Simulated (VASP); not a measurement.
# Zr (P6_3/mmc) in VASP: relaxation of cell and atoms with r2SCAN

Aim: the relaxation of cell and atoms of Zr with r2SCAN.

Everything below comes from runs of VASP 6.6.1. Logs are shortened: lines on timing, memory, paths and dates and some standing lists are left out, and cuts for length are marked.

## Step 1: The cell of the first run

The structure is hexagonal, space group P6_3/mmc (No. 194). The conventional cell has a = 3.246 Å, b = 3.246 Å, c = 5.150 Å, α = 90.00°, β = 90.00°, γ = 120.00°. Within 4.2 Å of Zr (site symmetry -6m2) lie 12 Zr at 3.18 to 3.25 Å.

## Step 2: Relaxation of cell and atoms, r2SCAN

File POSCAR:

```
Zr
1.0
    3.2463687180      0.0000000000      0.0000000000
   -1.6231843590      2.8114377799      0.0000000000
    0.0000000000      0.0000000000      5.1499875950
Zr
2
Direct
    0.3333333333      0.6666666667      0.2500000000
    0.6666666667      0.3333333333      0.7500000000
```

File INCAR.step1:

```
SYSTEM = Zr
PREC = Accurate ; ENCUT = 600
ISMEAR = -1 ; SIGMA = 0.15
LREAL = .FALSE. ; LASPH = .TRUE.
NELM = 100 ; GGA = PE
ALGO = Normal ; EDIFF = 1E-4
LWAVE = .TRUE. ; LCHARG = .FALSE.
```

File INCAR.step2:

```
SYSTEM = Zr
PREC = Accurate ; ENCUT = 600
EDIFF = 1E-6 ; ISMEAR = -1
SIGMA = 0.15 ; LREAL = .FALSE.
LASPH = .TRUE. ; NELM = 100
ALGO = Normal ; ISIF = 3
LWAVE = .FALSE. ; LCHARG = .FALSE.
METAGGA = R2SCAN ; LMIXTAU = .TRUE.
IBRION = 2 ; NSW = 80
EDIFFG = -0.001 ; ISTART = 1
```

File KPOINTS:

```
Automatic mesh
0
G
  15 15 8
  0 0 0
```

Potentials or basis: VASP PAW PBE potentials, release 64 (Zr_sv).

On the command line:

```sh
$ cat potpaw_PBE.64/Zr_sv/POTCAR > POTCAR
$ cp INCAR.step1 INCAR
$ mpirun -np 1 vasp_std > vasp.out
$ cp INCAR.step2 INCAR
$ mpirun -np 1 vasp_std > vasp.out
```

OUTCAR:

```text
SYSTEM = Zr
   PREC = Accurate
   ENCUT = 600
   EDIFF = 1E-6
   ISMEAR = -1
   LREAL = .FALSE.
   LASPH = .TRUE.
   NELM = 100
   ISIF = 3
   METAGGA = R2SCAN
   IBRION = 2
   NSW = 80
   EDIFFG = -0.001
   ISTART = 1

 ion  position               nearest neighbor table
   1  0.333  0.667  0.250-   2 3.18   2 3.18   2 3.18   2 3.18   2 3.18   2 3.18
   2  0.667  0.333  0.750-   1 3.18   1 3.18   1 3.18   1 3.18   1 3.18   1 3.18

  LATTYP: Found a hexagonal cell.
 ALAT       =     3.2463687180
 C/A-ratio  =     1.5863840624

  Lattice vectors:

 A1 = (   3.2463687180,   0.0000000000,   0.0000000000)
 A2 = (  -1.6231843590,   2.8114377799,   0.0000000000)
 A3 = (   0.0000000000,   0.0000000000,   5.1499875950)

Analysis of symmetry for initial positions (statically):
=====================================================================
 Subroutine PRICEL returns:
 Original cell was already a primitive cell.

 Routine SETGRP: Setting up the symmetry group for a
 hexagonal supercell.

 Subroutine GETGRP returns: Found 24 space group operations
 (whereof 12 operations were pure point group operations)
 out of a pool of 24 trial point group operations.

The static configuration has the point symmetry D_3d.
 The point group associated with its full space group is D_6h.

Analysis of symmetry for dynamics (positions and initial velocities):
=====================================================================
 Subroutine PRICEL returns:
 Original cell was already a primitive cell.

 Routine SETGRP: Setting up the symmetry group for a
 hexagonal supercell.

 Subroutine GETGRP returns: Found 24 space group operations
 (whereof 12 operations were pure point group operations)
 out of a pool of 24 trial point group operations.

The dynamic configuration has the point symmetry D_3d.
 The point group associated with its full space group is D_6h.

 Subroutine INISYM returns: Found 24 space group operations
 (whereof 12 operations are pure point group operations),
 and found     1 'primitive' translations

----------------------------------------------------------------------------------------

                                     Primitive cell

  volume of cell :      47.0037

  direct lattice vectors                    reciprocal lattice vectors
     3.246368718  0.000000000  0.000000000     0.308036482  0.177844946  0.000000000
    -1.623184359  2.811437780  0.000000000     0.000000000  0.355689892  0.000000000
     0.000000000  0.000000000  5.149987595     0.000000000  0.000000000  0.194175225

  length of vectors
     3.246368718  3.246368718  5.149987595     0.355689892  0.355689892  0.194175225

  position of ions in fractional coordinates (direct lattice)
     0.333333333  0.666666667  0.250000000
     0.666666667  0.333333333  0.750000000

  ion indices of the primitive-cell ions
   primitive index   ion index
                 1           1
                 2           2

----------------------------------------------------------------------------------------

 KPOINTS: Automatic mesh

Automatic generation of k-mesh.
 Grid dimensions read from file:
 generate k-points for:   15   15    8

 Generating k-lattice:

  Cartesian coordinates                     Fractional coordinates (reciprocal lattice)
     0.020535765  0.011856330  0.000000000     0.066666667  0.000000000  0.000000000
     0.000000000  0.023712659  0.000000000     0.000000000  0.066666667  0.000000000
     0.000000000  0.000000000  0.024271903     0.000000000  0.000000000  0.125000000

  Length of vectors
     0.023712659  0.023712659  0.024271903

  Shift w.r.t. Gamma in fractional coordinates (k-lattice)
     0.000000000  0.000000000  0.000000000

 Subroutine IBZKPT returns following result:
 ===========================================

 Found    135 irreducible k-points:

 Following reciprocal coordinates:
            Coordinates               Weight
  0.000000  0.000000  0.000000      1.000000
  0.066667  0.000000  0.000000      6.000000
  0.133333  0.000000  0.000000      6.000000
  0.200000 -0.000000  0.000000      6.000000
  0.266667  0.000000  0.000000      6.000000
  0.333333  0.000000  0.000000      6.000000
[... 16 lines left out ...]
  0.333333  0.200000  0.000000     12.000000
  0.400000  0.200000  0.000000      6.000000
 [... further k-points ...]
   k-points           NKPTS =    135   k-points in BZ     NKDIM =    135   number of bands    NBANDS=     16
   number of dos      NEDOS =    301   number of ions     NIONS =      2
   total plane-waves  NPLWV =  32928
   dimension x,y,z NGX =    28 NGY =   28 NGZ =   42
   dimension x,y,z NGXF=    56 NGYF=   56 NGZF=   84
   ions per type =               2
   NGX,Y,Z   is equivalent  to a cutoff of  14.34, 14.34, 13.56 a.u.
   NGXF,Y,Z  is equivalent  to a cutoff of  28.68, 28.68, 27.12 a.u.
 SYSTEM =  Zr
   PREC   = accura    normal or accurate (medium, high low for compatibility)
   ISTART =      1    job   : 0-new  1-cont  2-samecut
   ICHARG =      0    charge: 1-file 2-atom 10-const
   ISPIN  =      1    spin polarized calculation?
   LNONCOLLINEAR =      F non collinear calculations
   LSORBIT =      F    spin-orbit coupling
   LASPH  =      T    aspherical Exc in radial PAW
   ENCUT  =  600.0 eV  44.10 Ry    6.64 a.u.   6.48  6.48 10.29*2*pi/ulx,y,z
   NELM   =    100;   NELMIN=  2; NELMDL=  0     # of ELM steps
   EDIFF  = 0.1E-05   stopping-criterion for ELM
   LREAL  =      F    real-space projection
   EDIFFG = -.1E-02   stopping-criterion for IOM
   NSW    =     80    number of steps for IOM
   IBRION =      2    ionic relax: 0-MD 1-quasi-New 2-CG
   NFREE  =      1    steps in history (QN), initial steepest desc. (CG)
   ISIF   =      3    stress and relaxation
   ISYM   =      2    0-nonsym 1-usesym 2-fastsym
   POTIM  = 0.5000    time-step for ionic-motion
   TEBEG  =    0.0;   TEEND  =   0.0 temperature during run
   PSTRESS=    0.0 pullay stress
   NELECT =      24.0000    total number of electrons
   NUPDOWN=      -1.0000    fix difference up-down
   EMIN   =  10.00;   EMAX   =-10.00  energy-range for DOS
   EFERMI =   0.00;   METHOD = LEGACY
   ISMEAR =    -1;   SIGMA  =   0.15  broadening in eV -4-tet -1-fermi 0-gaus
   EFERMI_NEDOS =   21; number of points for ismear=-14 and -15
   IALGO  =     38    algorithm
   IMIX   =      4    mixing-type and parameters
     AMIX     =   0.40;   BMIX     =  1.00
     AMIX_MAG =   1.60;   BMIX_MAG =  1.00
  volume/ion in A,a.u.               =      23.50       158.60
  Fermi-wavevector in a.u.,A,eV,Ry     =   1.308482  2.472672 23.294876  1.712125
  Thomas-Fermi vector in A             =   2.439146
   LORBIT       =      0    0 simple, 1 ext, 2 COOP (PROOUT), +10 PAW based schemes
   METAGGA = R2SCAN    functional components
   LHFCALC =     F    Hartree Fock is set to
   AEXX    =    0.0000 exact exchange contribution
   IVDW    =     0    specifies the selected vdW correction
   LEPSILON=     F    determine dielectric tensor
   LRPA    =     F    only Hartree local field effects (RPA)
 conjugate gradient relaxation of ions
 non-spin polarized calculation
  energy-cutoff  :      600.00
  volume of cell :       47.00
 maximum number of plane-waves:      1594
 NGX is ok and might be reduce to    28
   NGX = 13   NGY = 13   NGZ = 21

--------------------------------------- Ionic step        1  -------------------------------------------

 number of electron      24.0000000 magnetization

 Free energy of the ion-electron system (eV)
  ---------------------------------------------------
  ext. energy  EPLUGINS =         0.00000000
  ---------------------------------------------------
  free energy    TOTEN  =       -45.56506590 eV

  energy without entropy =      -45.41977271  energy(sigma->0) =      -45.49241931

------------------------ aborting loop because EDIFF is reached ----------------------------------------

  FORCE on cell =-STRESS in cart. coord.  units (eV):
  Direction    XX          YY          ZZ          XY          YZ          ZX
  --------------------------------------------------------------------------------------
  -------------------------------------------------------------------------------------
  Total        0.0062897      0.0062897      0.1307860      0.0000000      0.0000000      0.0000000
  in kB        0.2143919      0.2143919      4.4579912      0.0000000      0.0000000      0.0000000
  external PRESSURE =       1.6289250 kB  Pullay stress =       0.0000000 kB
[... 201 lines left out ...]
  energy  without entropy=      -45.4190765470  energy(sigma->0) =      -45.49217743

--------------------------------------- Ionic step        7  -------------------------------------------

 number of electron      24.0000000 magnetization

 Free energy of the ion-electron system (eV)
  ---------------------------------------------------
  ext. energy  EPLUGINS =         0.00000000
  ---------------------------------------------------
  free energy    TOTEN  =       -45.56527760 eV

  energy without entropy =      -45.41908199  energy(sigma->0) =      -45.49217980

 E-fermi :   8.8726     XC(G=0): -11.8954

 val. band max:        8.8572177799   @ k =   0.1333   0.0000   0.1250
 cond. band min:       8.8928409372   @ k =   0.0000   0.0000   0.3750
 fundamental gap:      0.0356231573
 Fermi energy:         8.8726129812

 k-point     1 :       0.0000    0.0000    0.0000
  band No.  band energies     occupation
      1     -41.6527      2.00000
      2     -41.4934      2.00000
      3     -19.4883      2.00000
      4     -18.6066      2.00000
      5     -18.6066      2.00000
      6     -18.4663      2.00000
[... 8 lines left out ...]
     15      10.6287      0.00002
     16      10.6287      0.00002
[... 420 lines left out ...]
  band No.  band energies     occupation
      1     -41.4956      2.00000
      2     -41.4633      2.00000
      3     -19.2409      2.00000
      4     -19.0725      2.00000
      5     -18.9760      2.00000
      6     -18.9483      2.00000
[... 8 lines left out ...]
     15      10.6710      0.00001
     16      13.3200      0.00000

 [... further k-points ...]

------------------------ aborting loop because EDIFF is reached ----------------------------------------

  FORCE on cell =-STRESS in cart. coord.  units (eV):
  Direction    XX          YY          ZZ          XY          YZ          ZX
  --------------------------------------------------------------------------------------
  -------------------------------------------------------------------------------------
  Total        0.0004801      0.0004801     -0.0000089      0.0000000     -0.0000000      0.0000000
  in kB        0.0163355      0.0163355     -0.0003039      0.0000000     -0.0000000      0.0000000
  external PRESSURE =       0.0107891 kB  Pullay stress =       0.0000000 kB
[... 17 lines left out ...]
  FREE ENERGIE OF THE ION-ELECTRON SYSTEM (eV)
  ---------------------------------------------------
  free  energy   TOTEN  =       -45.5652775987 eV

  energy  without entropy=      -45.4190819920  energy(sigma->0) =      -45.49217980

 reached required accuracy - stopping structural energy minimisation
```

It took 14 min on 1 thread of Intel Xeon 6975P-C (Granite Rapids), shared host; peak memory 0.27 GiB.

Results:

```yaml
Free_energy: -45.5653 eV
Relaxed_volume: 23.54 Å³/atom
Relaxed_cell: a = 3.244 Å, b = 3.244 Å, c = 5.167 Å, α = 90.00°, β = 90.00°, γ = 120.00°
Space_group_after_relaxing_to_0.1_Å: P6_3/mmc (No. 194)
Energy_gained_by_relaxing: 0.1 meV/atom
Ionic_steps: 7
Pressure_after_relaxing: 0.0 GPa
Band_gap_on_the_k_mesh: zero (bands 12 and 13 overlap by 1.28 eV)
```

The path:
| step | energy change (eV) | largest force (eV/Å) | pressure (GPa) | volume (Å³) |
| --- | --- | --- | --- | --- |
| 1 | 0.0000 | 0.0000 | 0.16 | 47.00 |
| 2 | -0.0002 | 0.0000 | -0.17 | 47.17 |
| 3 | -0.0002 | 0.0000 | -0.10 | 47.13 |
| 4 | -0.0002 | 0.0000 | 0.00 | 47.07 |
| 5 | -0.0002 | 0.0000 | 0.00 | 47.08 |
| 6 | -0.0002 | 0.0000 | -0.01 | 47.08 |
| 7 | -0.0002 | 0.0000 | 0.00 | 47.08 |

Final structure:
```
Zr
1.0
     3.24387    0.00000    0.00000
    -1.62194    2.80928    0.00000
     0.00000    0.00000    5.16667
Zr
2
Cartesian
  0.0000 1.8729 1.2917
  1.6219 0.9364 3.8750
```

Caveat: the PAW data sets were made with another functional, which shifts forces and pressure a little.

The gap in the log of VASP goes by the Fermi energy; the results here count the filled bands.